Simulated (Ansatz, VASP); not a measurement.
**KBaLaWO6 in VASP and in Ansatz**

File INCAR:

```
PREC = Accurate
ENCUT = 600
EDIFF = 1E-6
ISMEAR = 0
SIGMA = 0.02
LREAL = F
LASPH = T
NELM = 100
ALGO = Normal
ISIF = 3
LWAVE = F
LCHARG = F
GGA = PE
IBRION = 2
NSW = 100
EDIFFG = -0.005
```

The input KPOINTS:

```
Automatic mesh
0
Gamma
  6 6 6
```

POSCAR

```
KBaLaWO6
1.0
    0.0000000000      4.3589806500      4.3589806500
    4.3589806500      0.0000000000      4.3589806500
    4.3589806500      4.3589806500      0.0000000000
Ba K La O W
1 1 1 6 1
Direct
    0.2500000000      0.2500000000      0.2500000000
    0.7500000000      0.7500000000      0.7500000000
    0.0000000000      0.0000000000      0.0000000000
    0.7254858600      0.2745141400      0.2745141400
    0.2745141400      0.7254858600      0.7254858600
    0.2745141400      0.7254858600      0.2745141400
    0.7254858600      0.2745141400      0.7254858600
    0.2745141400      0.2745141400      0.7254858600
    0.7254858600      0.7254858600      0.2745141400
    0.5000000000      0.5000000000      0.5000000000
```

Input for Ansatz:

```yaml
crystal:
  lattice:
    - [0.0, 4.35898065, 4.35898065]
    - [4.35898065, 0.0, 4.35898065]
    - [4.35898065, 4.35898065, 0.0]
  atoms:
    - { symbol: Ba, position: [0.25, 0.25, 0.25] }
    - { symbol: K, position: [0.75, 0.75, 0.75] }
    - { symbol: La, position: [0.0, 0.0, 0.0] }
    - { symbol: O, position: [0.72548586, 0.27451414, 0.27451414] }
    - { symbol: O, position: [0.27451414, 0.72548586, 0.72548586] }
    - { symbol: O, position: [0.27451414, 0.72548586, 0.27451414] }
    - { symbol: O, position: [0.72548586, 0.27451414, 0.72548586] }
    - { symbol: O, position: [0.27451414, 0.27451414, 0.72548586] }
    - { symbol: O, position: [0.72548586, 0.72548586, 0.27451414] }
    - { symbol: W, position: [0.5, 0.5, 0.5] }
basis:
  ecutwfc: 420
kpoints:
  mp_grid: { grid: [6, 6, 6] }
hamiltonian:
  xc: pbe
scf:
  occupations: { method: gaussian, width: 0.02 }
output:
  forces: true
  stress: true
  eigenvalues: true
relax:
  adjacent_minimum: "off"
  f_tol: 0.005
  max_steps: 80
  cell: { stress_tol: 0.05 }
```

Alike in both runs: task relaxation of cell and atoms; functional PBE; k mesh 6 × 6 × 6; occupations gaussian, width 0.02 eV; no spin polarisation.

```csv
,VASP,Ansatz
version,VASP 6.6.1,Ansatz 0.2.0
potentials or method,"VASP PAW PBE potentials, release 64 (Ba_sv, K_sv, La, O, W_sv), cutoff 600 eV","scalar-relativistic, plane waves, PAW"
valence electrons in the cell,80,80
```

|  | VASP | Ansatz | Ansatz less VASP |
| --- | --- | --- | --- |
| gap on the k mesh at the Fermi level, each at its own relaxed structure (eV) | 2.54 | 2.56 | +0.029 |
| relaxed volume (Å³/atom) | 16.20 | 16.16 | -0.040 |
| relaxed cell length with the largest relative difference (Å) | 6.119 | 6.114 | -0.0050 |

Neither program's run includes spin-orbit coupling.
